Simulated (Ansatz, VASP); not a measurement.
# One calculation of In2GaP3, two programs

POSCAR

```
In2GaP3
1.0
    4.1504207852      0.0000000000      0.0000000000
   -2.0752103926      3.5943698363      0.0000000000
    0.0000000000      0.0000000000     10.1958646172
Ga In P
1 2 3
Direct
    0.0000000000      0.0000000000      0.0009124437
    0.6666666667      0.3333333333      0.6736664641
    0.3333333333      0.6666666667      0.3274886961
    0.6666666667      0.3333333333      0.9295554591
    0.3333333333      0.6666666667      0.5818573306
    0.0000000000      0.0000000000      0.2365196066
```

File INCAR.step1:

```
SYSTEM = In2GaP3
PREC = Accurate ; ENCUT = 520
ISMEAR = 0 ; SIGMA = 0.01
LREAL = .FALSE. ; LASPH = .TRUE.
NELM = 100 ; NBANDS = 36
GGA = PE ; ALGO = Normal
EDIFF = 1E-4 ; LWAVE = .TRUE.
LCHARG = .FALSE.
```

INCAR.step2

```
SYSTEM = In2GaP3
PREC = Accurate ; ENCUT = 520
EDIFF = 1E-6 ; ISMEAR = 0
SIGMA = 0.01 ; LREAL = .FALSE.
LASPH = .TRUE. ; NELM = 100
ALGO = Normal ; ISIF = 2
LWAVE = .FALSE. ; LCHARG = .FALSE.
METAGGA = R2SCAN ; LMIXTAU = .TRUE.
NBANDS = 36 ; ISTART = 1
```

File KPOINTS:

```
Automatic mesh
0
G
  6 6 2
  0 0 0
```

Input for Ansatz:

```yaml
crystal:
  lattice:
    - [4.1504207852, 0.0, 0.0]
    - [-2.0752103926, 3.5943698363, 0.0]
    - [0.0, 0.0, 10.1958646172]
  atoms:
    - { symbol: Ga, position: [0.0, 0.0, 0.0009124437] }
    - { symbol: In, position: [0.6666666667, 0.3333333333, 0.6736664641] }
    - { symbol: In, position: [0.3333333333, 0.6666666667, 0.3274886961] }
    - { symbol: P, position: [0.6666666667, 0.3333333333, 0.9295554591] }
    - { symbol: P, position: [0.3333333333, 0.6666666667, 0.5818573306] }
    - { symbol: P, position: [0.0, 0.0, 0.2365196066] }
kpoints:
  mp_grid: { grid: [6, 6, 2] }
hamiltonian:
  xc: r2scan
scf:
  occupations: { method: fixed }
  n_extra_bands: 5
output:
  forces: true
  stress: true
  eigenvalues: true
```

Alike in both runs: task single point; functional r2SCAN; k mesh 6 × 6 × 2; no spin polarisation.

|  | VASP | Ansatz |
| --- | --- | --- |
| version | VASP 6.6.1 | Ansatz 0.2.0 |
| potentials or method | VASP PAW PBE potentials, release 64 (Ga_d, In_d, P) | plane waves, PAW |
| plane-wave cutoff (eV) | 520 | 500 |
| occupations | gaussian, width 0.01 eV | fixed |
| valence electrons in the cell | 54 | 54 |

|  | VASP | Ansatz | Ansatz less VASP |
| --- | --- | --- | --- |
| gap on the k mesh at the Fermi level (eV) | 0.62 | 0.64 | +0.013 |
| pressure (GPa) | -3.8 | -3.8 | +0.07 |
| traceless stress, the component that is largest in VASP (GPa) | -0.12 | -0.11 | +0.007 |
| rms of the force components (eV/Å) | 0.040 | 0.037 | -0.0025 |

VASP's potentials were made for PBE, not for r2SCAN. Atom by atom the forces differ by 0.003 eV/Å (rms over components).
